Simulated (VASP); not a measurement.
A run of VASP 6.6.1:

Contents of INCAR:

```
PREC = Accurate
ENCUT = 600
EDIFF = 1E-7
ISMEAR = 0
SIGMA = 0.1
LREAL = F
LASPH = T
NELM = 100
ALGO = Fast
ISIF = 3
LWAVE = F
LCHARG = F
GGA = PE
IBRION = 2
NSW = 100
EDIFFG = -0.01
```

The input KPOINTS:

```
Automatic mesh
0
Gamma
  10 10 10
```

Contents of POSCAR:

```
Sn
1.0
    4.5581617388      0.0000000000      0.0000000000
    0.0000000000      4.5581617388      0.0000000000
    0.0000000000      0.0000000000      4.5581617388
Sn
3
Direct
    0.5000000000      0.0000000000      0.0000000000
    0.0000000000      0.5000000000      0.0000000000
    0.0000000000      0.0000000000      0.5000000000
```

Potentials or basis: VASP PAW PBE potentials, release 64 (Sn_d).

Launch:

```sh
$ cat potpaw_PBE.64/Sn_d/POTCAR > POTCAR
$ mpirun -np 1 vasp_std > vasp.out
```

Hardware: 1 thread of Intel(R) Xeon(R) Platinum 8559C (Emerald Rapids), on a shared host.

Q: How long does it take, and how much memory?

A: Wall time 55 s on 1 thread of Intel(R) Xeon(R) Platinum 8559C (Emerald Rapids), on a shared host, peak memory 0.28 GiB. Counts: scf iterations 15, k points 56, ion steps 1.
